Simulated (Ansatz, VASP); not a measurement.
Si3Bi2TeSe2 in VASP and in Ansatz

```
Si Bi Te Se
1.0
     4.04009    0.00000    0.00000
    -2.02004    3.49882    0.00000
     0.00000    0.00000   14.91041
Si Bi Te Se
3 2 1 2
Direct
  0.00000 0.00000 0.30287
  0.66667 0.33333 0.51202
  0.33333 0.66667 0.75057
  0.33333 0.66667 0.03674
  0.66667 0.33333 0.16732
  0.00000 0.00000 0.60911
  0.33333 0.66667 0.38207
  0.66667 0.33333 0.82930
```

Alike in both runs: functional PBE; k mesh 12 × 12 × 4; occupations gaussian, width 0.01 eV; no spin polarisation.

Ansatz relaxed the structure, and its values are those at the end. VASP's run is a single point on that final structure, the one shown.

|  | VASP | Ansatz |
| --- | --- | --- |
| version | VASP 6.6.1 | Ansatz 0.2.0 |
| potentials or method | VASP PAW PBE potentials, release 64 (Si, Bi_d, Te, Se), cutoff 520 eV | scalar-relativistic, plane waves, PAW |
| valence electrons in the cell | 60 | 90 |

Ansatz gave:

```
gap on the k mesh at the Fermi level (eV) : none
pressure (GPa)                            : 0.0
rms of the force components (eV/Å)        : 0.002
```

Which values does VASP return?

gap on the k mesh at the Fermi level (eV): none; pressure (GPa): 0.0; rms of the force components (eV/Å): 0.003.

A gap of «none» marks a metal or a gap that the smearing closes. VASP's potentials hold 60 valence electrons a cell and Ansatz's 90, so a difference there can come from the potentials and not from the codes.

Neither program's run includes spin-orbit coupling.
